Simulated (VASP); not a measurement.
Write the native input for VASP 6.6.1 that does the following.

* Task: single point
* Functional: PBE
* Potentials or basis: VASP PAW PBE potentials, release 64 (Ga_d, P)
* Cutoff: 520 eV
* k mesh: 6 × 6 × 6
* Occupations: gaussian, width 0.05 eV
* Spin: no spin polarisation
* Dipole correction: no
* Further INCAR settings: ALGO = Normal; EDIFF = 1e-07; NBANDS = 46

The structure of GaP lies in POSCAR:

```
GaP
1.0
    5.5050736248      0.0000000000      0.0000000000
    0.0000000000     -5.5050736248      0.0000000000
    0.0000000000      0.0000000000     -5.5050736248
Ga P
4 4
Direct
    0.0000000000      0.0000000000      0.0000000000
    0.5000000000      0.5000000000      0.0000000000
    0.5000000000      0.0000000000      0.5000000000
    0.0000000000      0.5000000000      0.5000000000
    0.7500000000      0.7500000000      0.7500000000
    0.2500000000      0.2500000000      0.7500000000
    0.2500000000      0.7500000000      0.2500000000
    0.7500000000      0.2500000000      0.2500000000
```

These files were run (other wordings do the same):

INCAR

```
ALGO = Normal ; EDIFF = 1E-7
ENCUT = 520 ; GGA = PE
ISIF = 2 ; ISMEAR = 0
LASPH = T ; LCHARG = T
LELF = T ; LREAL = F
LVHAR = T ; LWAVE = F
NBANDS = 46 ; NELM = 100
PREC = Accurate ; SIGMA = 0.05
```

KPOINTS

```
k-points
0
Gamma
  6 6 6
```

Potentials or basis: VASP PAW PBE potentials, release 64 (Ga_d, P).

The run is started by

```bash
$ cat potpaw_PBE.64/Ga_d/POTCAR potpaw_PBE.64/P/POTCAR > POTCAR
$ mpirun -np 1 vasp_std > vasp.out
```

It gave:

```yaml
Pressure: 0.0 GPa
Band_gap_on_the_k_mesh: 1.58 eV
```

Wall time 2.3 min on 1 thread of AMD EPYC 7R13 Processor (Zen 3), on a shared host, peak memory 0.29 GiB.
